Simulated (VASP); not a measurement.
Set up this calculation in VASP 6.6.1, as the native input.

```yaml
Task: relaxation of cell and atoms
Functional: PBE
Potentials_or_basis: VASP PAW PBE potentials, release 64 (Ti_sv, B)
Cutoff: 600 eV
k_mesh: 6 × 6 × 4
Occupations: gaussian, width 0.1 eV
Spin: no spin polarisation
Dipole_correction: no
Further_INCAR_settings: ALGO = Normal; EDIFF = 1e-06; IBRION = 2; EDIFFG = -0.04; NSW = 90; ISIF = 3
```

The structure of Ti2B lies in POSCAR:

```
Ti2B
1.0
    4.2472868500      0.0000000000      0.0000000000
   -2.1236434300      3.6782583100      0.0000000000
    0.0000000000      0.0000000000      4.9711999800
Ti B
4 2
Direct
    0.5000000000      0.0000000000      0.3430605300
    0.0000000000      0.5000000000      0.3430605300
    0.5000000000      0.5000000000      0.3430605300
    0.0000000000      0.0000000000      0.5508516400
    0.3333333300      0.6666666700      0.7198618700
    0.6666666700      0.3333333300      0.7198618700
```

The cell was built from a structure type or drawn by symmetry, and may not be a known phase.

These files were run (other wordings do the same):

INCAR

```
PREC = Accurate
ENCUT = 600
EDIFF = 1E-6
ISMEAR = 0
SIGMA = 0.1
LREAL = False
LASPH = True
NELM = 80
ALGO = Normal
ISIF = 3
LWAVE = False
LCHARG = False
GGA = PE
IBRION = 2
NSW = 90
EDIFFG = -0.04
```

KPOINTS

```
Automatic mesh
0
Gamma
  6 6 4
```

Potentials or basis: VASP PAW PBE potentials, release 64 (Ti_sv, B).

The run is started by

```bash
$ cat potpaw_PBE.64/Ti_sv/POTCAR potpaw_PBE.64/B/POTCAR > POTCAR
$ mpirun -np 1 vasp_std > vasp.out
```

It gave:

```
Relaxed volume                        : 14.10 Å³/atom
Relaxed cell                          : a = 5.553 Å, b = 5.553 Å, c = 3.169 Å, α = 90.00°, β = 90.00°, γ = 120.00°
Space group after relaxing (to 0.1 Å) : P6/mmm (No. 191)
Pressure after relaxing               : 0.0 GPa
Largest force after relaxing          : 0.017 eV/Å
Band gap on the k mesh                : zero (bands 27 and 28 overlap by 0.36 eV)
```

Caveat: a cell axis changed by over 15 % at a fixed basis, so the end point is rough.

It took 11 min on 1 thread of Intel(R) Xeon(R) 6975P-C (Granite Rapids), on a shared host, peak memory 0.26 GiB.
